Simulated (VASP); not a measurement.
A run of VASP 6.6.1:

File INCAR:

```
SYSTEM = MoS2
  ALGO = Normal
  EDIFF = 1E-6
  ENCUT = 520
  GGA = PS
  ISIF = 2
  ISMEAR = 0
  LASPH = .True.
  LCHARG = .False.
  LREAL = .False.
  LWAVE = .False.
  NBANDS = 35
  NELM = 60
  PREC = Accurate
  SIGMA = 0.01
```

Contents of KPOINTS:

```
k-points
0
Gamma
  6 6 2
  0 0 0
```

File POSCAR:

```
MoS2
1.0
    3.2042885218      0.0000000000      0.0000000000
   -1.6021442609      2.7749952610      0.0000000000
    0.0000000000      0.0000000000     12.4206328065
Mo S
2 4
Direct
    0.3333333333      0.6666666667      0.2500000000
    0.6666666667      0.3333333333      0.7500000000
    0.3333333333      0.6666666667      0.6259912579
    0.6666666667      0.3333333333      0.1259912579
    0.3333333333      0.6666666667      0.8740087421
    0.6666666667      0.3333333333      0.3740087421
```

Potentials or basis: VASP PAW PBE potentials, release 64 (Mo_sv, S).

Launch:

```bash
$ cat potpaw_PBE.64/Mo_sv/POTCAR potpaw_PBE.64/S/POTCAR > POTCAR
$ mpirun -np 1 vasp_std > vasp.out
```

Hardware: 1 thread of Intel(R) Xeon(R) 6975P-C (Granite Rapids) (shared host).

Task: Estimate the wall time of this run.

Result: Wall time 20 s on 1 thread of Intel(R) Xeon(R) 6975P-C (Granite Rapids), on a shared host, peak memory 0.23 GiB. Counts: scf iterations 15, k points 14.
